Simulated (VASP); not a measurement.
# Mo (Im-3m) in VASP: notebook

The runs below take Mo through single point, with PBEsol.

All numbers are computed with VASP 6.6.1; they aren't measurements. Logs are shortened: lines on timing, memory, paths and dates and some standing lists are left out, and cuts for length are marked.

### 1 The cell of the first run

The structure is cubic, space group Im-3m (No. 229). Conventional cell: a = 3.109 Å, b = 3.109 Å, c = 3.109 Å, α = 90.00°, β = 90.00°, γ = 90.00°. Within 3.6 Å of Mo (site symmetry m-3m) lie 14 Mo at 2.69 to 3.11 Å.

### 2 Single point, PBEsol (15.03 Å³/atom)

File INCAR:

```
SYSTEM = Mo
ALGO     = Normal         ! electronic algorithm
EDIFF    = 1E-6           ! SCF threshold, eV
ENCUT    = 500            ! plane-wave cutoff, eV
GGA      = PS             ! functional
GGA_COMPAT= .False.      
ISIF     = 2              ! what is computed and relaxed
ISMEAR   = -1             ! smearing method
LASPH    = .True.         ! aspherical terms in the spheres
LCHARG   = .False.        ! write CHGCAR
LREAL    = .False.        ! projectors in reciprocal space
LWAVE    = .False.        ! write WAVECAR
NBANDS   = 13             ! bands
NELM     = 120            ! most SCF steps
PREC     = Accurate       ! precision mode
SIGMA    = 0.15           ! smearing width, eV
```

File KPOINTS:

```
k-points
0
Gamma
  20 20 20
  0 0 0
```

File POSCAR:

```
Mo
1.0
   -1.5545776667      1.5545776667      1.5545776667
    1.5545776667     -1.5545776667      1.5545776667
    1.5545776667      1.5545776667     -1.5545776667
Mo
1
Direct
    0.0000000000      0.0000000000      0.0000000000
```

Potentials or basis: VASP PAW PBE potentials, release 64 (Mo_sv).

Command:

```
$ cat potpaw_PBE.64/Mo_sv/POTCAR > POTCAR
$ mpirun -np 1 vasp_std > vasp.out
```

OUTCAR:

```text
SYSTEM = Mo
   EDIFF = 1E-6
   ENCUT = 500
   GGA = PS
   ISIF = 2
   ISMEAR = -1
   LASPH = .True.
   LREAL = .False.
   NELM = 120
   PREC = Accurate

 ion  position               nearest neighbor table
   1  0.000  0.000  0.000-

  LATTYP: Found a body centered cubic cell.
 ALAT       =     3.1091553334

  Lattice vectors:

 A1 = (  -1.5545776667,   1.5545776667,   1.5545776667)
 A2 = (   1.5545776667,  -1.5545776667,   1.5545776667)
 A3 = (   1.5545776667,   1.5545776667,  -1.5545776667)

Analysis of symmetry for initial positions (statically):
=====================================================================
 Subroutine PRICEL returns:
 Original cell was already a primitive cell.

 Routine SETGRP: Setting up the symmetry group for a
 body centered cubic supercell.

 Subroutine GETGRP returns: Found 48 space group operations
 (whereof 48 operations were pure point group operations)
 out of a pool of 48 trial point group operations.

The static configuration has the point symmetry O_h .

Analysis of symmetry for dynamics (positions and initial velocities):
=====================================================================
 Subroutine PRICEL returns:
 Original cell was already a primitive cell.

 Routine SETGRP: Setting up the symmetry group for a
 body centered cubic supercell.

 Subroutine GETGRP returns: Found 48 space group operations
 (whereof 48 operations were pure point group operations)
 out of a pool of 48 trial point group operations.

The dynamic configuration has the point symmetry O_h .

 Subroutine INISYM returns: Found 48 space group operations
 (whereof 48 operations are pure point group operations),
 and found     1 'primitive' translations

----------------------------------------------------------------------------------------

                                     Primitive cell

  volume of cell :      15.0279

  direct lattice vectors                    reciprocal lattice vectors
    -1.554577667  1.554577667  1.554577667     0.000000000  0.321630762  0.321630762
     1.554577667 -1.554577667  1.554577667     0.321630762  0.000000000  0.321630762
     1.554577667  1.554577667 -1.554577667     0.321630762  0.321630762  0.000000000

  length of vectors
     2.692607503  2.692607503  2.692607503     0.454854586  0.454854586  0.454854586

  position of ions in fractional coordinates (direct lattice)
     0.000000000  0.000000000  0.000000000

  ion indices of the primitive-cell ions
   primitive index   ion index
                 1           1

----------------------------------------------------------------------------------------

 KPOINTS: k-points

Automatic generation of k-mesh.
 Grid dimensions read from file:
 generate k-points for:   20   20   20

 Generating k-lattice:

  Cartesian coordinates                     Fractional coordinates (reciprocal lattice)
     0.000000000  0.016081538  0.016081538     0.050000000  0.000000000  0.000000000
     0.016081538  0.000000000  0.016081538     0.000000000  0.050000000  0.000000000
     0.016081538  0.016081538  0.000000000     0.000000000  0.000000000  0.050000000

  Length of vectors
     0.022742729  0.022742729  0.022742729

  Shift w.r.t. Gamma in fractional coordinates (k-lattice)
     0.000000000  0.000000000  0.000000000

 Subroutine IBZKPT returns following result:
 ===========================================

 Found    256 irreducible k-points:

 Following reciprocal coordinates:
            Coordinates               Weight
  0.000000  0.000000  0.000000      1.000000
  0.050000  0.000000  0.000000     12.000000
  0.100000  0.000000  0.000000     12.000000
  0.150000  0.000000  0.000000     12.000000
  0.200000  0.000000  0.000000     12.000000
  0.250000  0.000000  0.000000     12.000000
[... 16 lines left out ...]
  0.200000  0.100000  0.000000     48.000000
  0.250000  0.100000  0.000000     48.000000
 [... further k-points ...]
   k-points           NKPTS =    256   k-points in BZ     NKDIM =    256   number of bands    NBANDS=     13
   number of dos      NEDOS =    301   number of ions     NIONS =      1
   total plane-waves  NPLWV =   8000
   dimension x,y,z NGX =    20 NGY =   20 NGZ =   20
   dimension x,y,z NGXF=    40 NGYF=   40 NGZF=   40
   ions per type =               1
   NGX,Y,Z   is equivalent  to a cutoff of  12.35, 12.35, 12.35 a.u.
   NGXF,Y,Z  is equivalent  to a cutoff of  24.70, 24.70, 24.70 a.u.
 SYSTEM =  Mo
   PREC   = accura    normal or accurate (medium, high low for compatibility)
   ISTART =      0    job   : 0-new  1-cont  2-samecut
   ICHARG =      2    charge: 1-file 2-atom 10-const
   ISPIN  =      1    spin polarized calculation?
   LNONCOLLINEAR =      F non collinear calculations
   LSORBIT =      F    spin-orbit coupling
   LASPH  =      T    aspherical Exc in radial PAW
   ENCUT  =  500.0 eV  36.75 Ry    6.06 a.u.   4.91  4.91  4.91*2*pi/ulx,y,z
   NELM   =    120;   NELMIN=  2; NELMDL= -5     # of ELM steps
   EDIFF  = 0.1E-05   stopping-criterion for ELM
   LREAL  =      F    real-space projection
   EDIFFG = 0.1E-04   stopping-criterion for IOM
   NSW    =      0    number of steps for IOM
   IBRION =     -1    ionic relax: 0-MD 1-quasi-New 2-CG
   NFREE  =      0    steps in history (QN), initial steepest desc. (CG)
   ISIF   =      2    stress and relaxation
   ISYM   =      2    0-nonsym 1-usesym 2-fastsym
   POTIM  = 0.5000    time-step for ionic-motion
   TEBEG  =    0.0;   TEEND  =   0.0 temperature during run
   PSTRESS=    0.0 pullay stress
   NELECT =      14.0000    total number of electrons
   NUPDOWN=      -1.0000    fix difference up-down
   EMIN   =  10.00;   EMAX   =-10.00  energy-range for DOS
   EFERMI =   0.00;   METHOD = LEGACY
   ISMEAR =    -1;   SIGMA  =   0.15  broadening in eV -4-tet -1-fermi 0-gaus
   EFERMI_NEDOS =   21; number of points for ismear=-14 and -15
   IALGO  =     38    algorithm
   IMIX   =      4    mixing-type and parameters
     AMIX     =   0.40;   BMIX     =  1.00
     AMIX_MAG =   1.60;   BMIX_MAG =  1.00
  volume/ion in A,a.u.               =      15.03       101.41
  Fermi-wavevector in a.u.,A,eV,Ry     =   1.598889  3.021463 34.782577  2.556447
  Thomas-Fermi vector in A             =   2.696268
   LORBIT       =      0    0 simple, 1 ext, 2 COOP (PROOUT), +10 PAW based schemes
   GGA     = PS    functional components
   LHFCALC =     F    Hartree Fock is set to
   AEXX    =    0.0000 exact exchange contribution
   IVDW    =     0    specifies the selected vdW correction
   LEPSILON=     F    determine dielectric tensor
   LRPA    =     F    only Hartree local field effects (RPA)
 non-spin polarized calculation
  energy-cutoff  :      500.00
  volume of cell :       15.03
 maximum number of plane-waves:       398
   NGX =  9   NGY =  9   NGZ =  9

 number of electron      13.9999997 magnetization

 Free energy of the ion-electron system (eV)
  ---------------------------------------------------
  ext. energy  EPLUGINS =         0.00000000
  ---------------------------------------------------
  free energy    TOTEN  =       -11.79571358 eV

  energy without entropy =      -11.74924700  energy(sigma->0) =      -11.77248029

 E-fermi :  13.1014     XC(G=0): -13.7520

 val. band max:       13.0968139411   @ k =  -0.2000   0.2000   0.1500
 cond. band min:      13.1025886469   @ k =   0.1500   0.0500  -0.0000
 fundamental gap:      0.0057747058
 Fermi energy:        13.1014366871

 k-point     1 :       0.0000    0.0000    0.0000
  band No.  band energies     occupation
      1     -48.0883      2.00000
      2     -21.2783      2.00000
      3     -21.2783      2.00000
      4     -21.2783      2.00000
      5       5.6974      2.00000
      6      11.6658      1.99986
      7      11.6658      1.99986
      8      11.6658      1.99986
      9      14.8306      0.00002
     10      14.8306      0.00002
     11      27.9717      0.00000
     12      27.9717      0.00000
     13      27.9717      0.00000

 k-point     2 :       0.0500    0.0000    0.0000
  band No.  band energies     occupation
      1     -48.0808      2.00000
      2     -21.3205      2.00000
      3     -21.2912      2.00000
      4     -21.2786      2.00000
      5       5.8144      2.00000
      6      11.5982      1.99991
      7      11.6552      1.99987
      8      11.7759      1.99971
      9      14.7268      0.00004
     10      14.8318      0.00002
     11      28.0638      0.00000
     12      28.1690      0.00000
     13      28.2198      0.00000

 k-point     3 :       0.1000    0.0000    0.0000
  band No.  band energies     occupation
      1     -48.0591      2.00000
      2     -21.4419      2.00000
      3     -21.3284      2.00000
      4     -21.2797      2.00000
      5       6.1505      2.00000
      6      11.4081      1.99997
      7      11.6102      1.99990
      8      12.1027      1.99744
      9      14.4856      0.00020
     10      14.8392      0.00002
     11      28.2991      0.00000
     12      28.7466      0.00000
     13      28.8666      0.00000

 k-point     4 :       0.1500    0.0000    0.0000
  band No.  band energies     occupation
      1     -48.0252      2.00000
      2     -21.6280      2.00000
      3     -21.3858      2.00000
      4     -21.2813      2.00000
      5       6.6570      2.00000
      6      11.1280      2.00000
      7      11.5118      1.99995
      8      12.6350      1.91460
      9      14.2642      0.00086
     10      14.8629      0.00002
     11      28.5373      0.00000
     12      29.6304      0.00000
     13      29.6675      0.00000

 k-point     5 :       0.2000    0.0000    0.0000
  band No.  band energies     occupation
      1     -47.9821      2.00000
      2     -21.8577      2.00000
      3     -21.4575      2.00000
      4     -21.2834      2.00000
      5       7.2332      2.00000
      6      10.7988      2.00000
      7      11.4074      1.99998
      8      13.3534      0.31421
      9      14.1894      0.00142
     10      14.9143      0.00001
     11      28.5256      0.00000
     12      30.0577      0.00000
     13      30.8819      0.00000
[... 257 lines left out ...]
 k-point    22 :       0.1500    0.1000    0.0000
  band No.  band energies     occupation
      1     -47.9650      2.00000
      2     -21.9320      2.00000
      3     -21.4556      2.00000
      4     -21.3316      2.00000
      5       7.5190      2.00000
      6      10.8222      2.00000
      7      11.0475      2.00000
      8      13.8236      0.01609
      9      13.9559      0.00669
     10      15.1328      0.00000
     11      29.0578      0.00000
     12      29.8280      0.00000
     13      30.7612      0.00000

 k-point    23 :       0.2000    0.1000    0.0000
  band No.  band energies     occupation
      1     -47.9191      2.00000
      2     -22.1512      2.00000
      3     -21.5429      2.00000
      4     -21.3384      2.00000
      5       8.0090      2.00000
      6      10.4907      2.00000
      7      11.0494      2.00000
      8      13.9912      0.00529
      9      14.7765      0.00003
     10      15.2783      0.00000
     11      28.4834      0.00000
     12      29.6163      0.00000
     13      31.7292      0.00000

 k-point    24 :       0.2500    0.1000    0.0000
  band No.  band energies     occupation
      1     -47.8728      2.00000
      2     -22.3645      2.00000
      3     -21.6328      2.00000
      4     -21.3433      2.00000
      5       8.2219      2.00000
      6      10.1885      2.00000
      7      11.3978      1.99998
      8      14.1875      0.00143
      9      15.3802      0.00000
     10      15.8625      0.00000
     11      27.5882      0.00000
     12      28.8639      0.00000
     13      32.9594      0.00000

 [... further k-points ...]

------------------------ aborting loop because EDIFF is reached ----------------------------------------

  FORCE on cell =-STRESS in cart. coord.  units (eV):
  Direction    XX          YY          ZZ          XY          YZ          ZX
  --------------------------------------------------------------------------------------
  -------------------------------------------------------------------------------------
  Total        0.6105824      0.6105824      0.6105824      0.0000000      0.0000000     -0.0000000
  in kB       65.0964971     65.0964971     65.0964971      0.0000000      0.0000000     -0.0000000
  external PRESSURE =      65.0964971 kB  Pullay stress =       0.0000000 kB

 VOLUME and BASIS-vectors are now :
 -----------------------------------------------------------------------------
  energy-cutoff  :      500.00
  volume of cell :       15.03
      direct lattice vectors                 reciprocal lattice vectors
    -1.554577667  1.554577667  1.554577667     0.000000000  0.321630762  0.321630762
     1.554577667 -1.554577667  1.554577667     0.321630762  0.000000000  0.321630762
     1.554577667  1.554577667 -1.554577667     0.321630762  0.321630762  0.000000000

 POSITION                                       TOTAL-FORCE (eV/Angst)
 -----------------------------------------------------------------------------------
      0.00000      0.00000      0.00000        -0.000000      0.000000     -0.000000
 -----------------------------------------------------------------------------------
    total drift:                               -0.000000     -0.000000      0.000000

  FREE ENERGIE OF THE ION-ELECTRON SYSTEM (eV)
  ---------------------------------------------------
  free  energy   TOTEN  =       -11.7957135848 eV

  energy  without entropy=      -11.7492470001  energy(sigma->0) =      -11.77248029
```

Wall time 26 s (1 thread of AMD EPYC 7R13 (Zen 3), shared host); peak memory 0.13 GiB.

Results:

```yaml
Free_energy: -11.7957 eV
Pressure: 6.5 GPa
Band_gap_on_the_k_mesh: zero (bands 7 and 8 overlap by 5.69 eV)
```

Caveat: the cell stands under pressure; the PAW data sets were made with another functional, which shifts forces and pressure a little.

### 3 Single point, PBEsol

This run uses another cell than the first one, of 15.33 Å³/atom.

File INCAR:

```
SYSTEM = Mo
ALGO = Normal
EDIFF = 1E-6
ENCUT = 500
GGA = PS
GGA_COMPAT = .FALSE.
ISIF = 2
ISMEAR = -1
LASPH = .TRUE.
LCHARG = .FALSE.
LREAL = .FALSE.
LWAVE = .FALSE.
NBANDS = 13
NELM = 120
PREC = Accurate
SIGMA = 0.15
```

File KPOINTS:

```
k-points
0
G
  20 20 20
  0 0 0
```

File POSCAR:

```
Mo
1.0
   -1.5650818884      1.5650818884      1.5650818884
    1.5650818884     -1.5650818884      1.5650818884
    1.5650818884      1.5650818884     -1.5650818884
Mo
1
Direct
    0.0000000000      0.0000000000      0.0000000000
```

Potentials or basis: VASP PAW PBE potentials, release 64 (Mo_sv).

Command:

```
$ cat potpaw_PBE.64/Mo_sv/POTCAR > POTCAR
$ mpirun -np 1 vasp_std > vasp.out
```

Run time: 26 s. Hardware: 1 thread of AMD EPYC 7R13 (Zen 3), shared host; peak memory 0.13 GiB.

It converged, with:

```yaml
Free_energy: -11.8025 eV
Pressure: 0.6 GPa
Band_gap_on_the_k_mesh: zero (bands 7 and 8 overlap by 5.53 eV)
```

Levels at points of the mesh, in eV from the Fermi level:
```
           k point  band 5  band 6  band 7  band 8  band 9  band 10
(0.00, 0.00, 0.00)   -7.34   -1.39   -1.39   -1.39    1.70     1.70
(0.50, 0.00, 0.00)   -5.46   -3.49    1.69    1.74    2.39     4.93
(0.50, 0.50, 0.50)   -5.61   -5.61    4.14    4.14    4.14     9.18
```

Caveat: the PAW data sets were made with another functional, which shifts forces and pressure a little.
